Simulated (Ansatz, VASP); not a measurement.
# Ir in VASP and in Ansatz

INCAR

```
SYSTEM = Ir
ALGO = Normal ; EDIFF = 1E-6
ENCUT = 520 ; GGA = CA
ISIF = 2 ; ISMEAR = 0
LASPH = .TRUE. ; LCHARG = .FALSE.
LREAL = .FALSE. ; LWAVE = .FALSE.
NBANDS = 10 ; NELM = 100
PREC = Accurate ; SIGMA = 0.15
```

KPOINTS

```
k-points
0
G
  22 22 22
  0 0 0
```

Contents of POSCAR:

```
Ir
1.0
    0.0000000000      1.9550769059      1.8098146918
    1.9550769059      0.0000000000      1.8098146918
    1.9550769059      1.9550769059      0.0000000000
Ir
1
Direct
    0.0000000000      0.0000000000      0.0000000000
```

Input for Ansatz:

```yaml
crystal:
  lattice:
    - [0.0, 1.9550769059, 1.8098146918]
    - [1.9550769059, 0.0, 1.8098146918]
    - [1.9550769059, 1.9550769059, 0.0]
  atoms:
    - { symbol: Ir, position: [0.0, 0.0, 0.0] }
basis:
  ecutwfc: 420
kpoints:
  mp_grid: { grid: [22, 22, 22] }
hamiltonian:
  xc: lda
scf:
  occupations: { method: gaussian, width: 0.15 }
output:
  forces: true
  stress: true
  eigenvalues: true
```

Alike in both runs: task single point; functional LDA; k mesh 22 × 22 × 22; occupations gaussian, width 0.15 eV; no spin polarisation.

```csv
,VASP,Ansatz
version,VASP 6.6.1,Ansatz 0.2.0
potentials or method,"VASP PAW LDA potentials, release 64 (Ir), cutoff 520 eV","scalar-relativistic, plane waves, PAW"
valence electrons in the cell,9,17
```

|  | VASP | Ansatz | Ansatz less VASP |
| --- | --- | --- | --- |
| gap on the k mesh at the Fermi level (eV) | none | none | - |
| pressure (GPa) | 4.1 | 1.5 | -2.62 |
| traceless stress, the component that is largest in VASP (GPa) | 19.06 | 19.16 | +0.102 |

LDA's correlation is that of Perdew and Zunger in VASP and of Perdew and Wang (1992) in Ansatz. A gap of «none» marks a metal or a gap that the smearing closes. VASP's potentials hold 9 valence electrons a cell and Ansatz's 17, so a difference there can come from the potentials and not from the codes.

Spin-orbit coupling is off throughout.
